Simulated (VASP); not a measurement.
Input of a VASP 6.6.1 run:

INCAR

```
PREC = Accurate ; ENCUT = 600
EDIFF = 1E-6 ; ISMEAR = 0
SIGMA = 0.1 ; LREAL = F
LASPH = T ; NELM = 80
ALGO = Normal ; ISIF = 3
LWAVE = F ; LCHARG = F
GGA = PE ; IBRION = 2
NSW = 100 ; EDIFFG = -0.01
```

KPOINTS

```
Automatic mesh
0
Gamma
  10 10 10
```

Contents of POSCAR:

```
Zr2B3
1.0
    4.2195359464      0.0000000000      0.0000000000
    0.0000000000      4.2195359464      0.0000000000
    0.0000000000      0.0000000000      4.2195359464
Zr B
2 3
Direct
    0.0000000000      0.0000000000      0.0000000000
    0.5000000000      0.5000000000      0.5000000000
    0.5000000000      0.0000000000      0.0000000000
    0.0000000000      0.5000000000      0.0000000000
    0.0000000000      0.0000000000      0.5000000000
```

Potentials or basis: VASP PAW PBE potentials, release 64 (Zr_sv, B).

The run is started by

```console
$ cat potpaw_PBE.64/Zr_sv/POTCAR potpaw_PBE.64/B/POTCAR > POTCAR
$ mpirun -np 1 vasp_std > vasp.out
```

Q: What does it give for the space group after relaxing (to 0.05 Å)?

A: Pm-3m (No. 221).

Q: What does it give for the relaxed volume?

A: 15.07 Å³/atom.

Q: Estimate the relaxed cell.

A: a = 4.223 Å, b = 4.223 Å, c = 4.223 Å, α = 90.00°, β = 90.00°, γ = 90.00°.

Step by step:
| step | energy change (eV) | largest force (eV/Å) | pressure (GPa) | volume (Å³) |
| --- | --- | --- | --- | --- |
| 1 | 0.0000 | 0.0000 | 0.28 | 75.13 |
| 2 | -0.0001 | 0.0000 | -0.12 | 75.42 |
| 3 | -0.0002 | 0.0000 | 0.00 | 75.33 |
